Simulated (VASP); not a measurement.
TiO:

```xyz
4
Lattice="2.8516 0.0000 0.0000 -1.4258 2.4696 0.0000 0.0000 0.0000 5.5675" Properties=species:S:1:pos:R:3 pbc="T T T"
Ti    0.0000    1.6464    1.3919
Ti    1.4258    0.8232    4.1756
O     0.0000    0.0000    0.0000
O     0.0000    0.0000    2.7838
```

Base run:

* Program: VASP 6.6.1
* Functional: r2SCAN
* Potentials or basis: VASP PAW PBE potentials, release 64 (Ti_sv, O)
* Cutoff: 520 eV
* k mesh: 18 × 18 × 8
* Occupations: tetrahedron
* Spin: no spin polarisation

Its results: band gap on the k mesh zero (bands 18 and 19 overlap by 0.04 eV); pressure -3.6 GPa.

Problem. After a change of settings the same cell gave: band gap on the k mesh zero (bands 18 and 19 overlap by 0.04 eV); pressure -2.5 GPa. Which change was it?
A. occupations from tetrahedron to methfessel-paxton, width 0.05 eV; further incar settings from ALGO = Normal; EDIFF = 1e-07; NBANDS = 26 to ALGO = Normal; EDIFF = 1e-06; NBANDS = 26
B. occupations from tetrahedron to fermi-dirac, width 0.3 eV
C. occupations from tetrahedron to methfessel-paxton, width 0.02 eV

Solution. B.

Caveats: the PAW data sets were made with another functional, which shifts forces and pressure a little; semilocal functionals often make such compounds metallic where correlation or magnetic order opens a gap, which also shifts bond lengths; the cell stands under tension (at least some runs); tetrahedron occupations give inexact forces and stress in metals (at least some runs); so wide a smearing shifts energies and pressures (at least some runs).
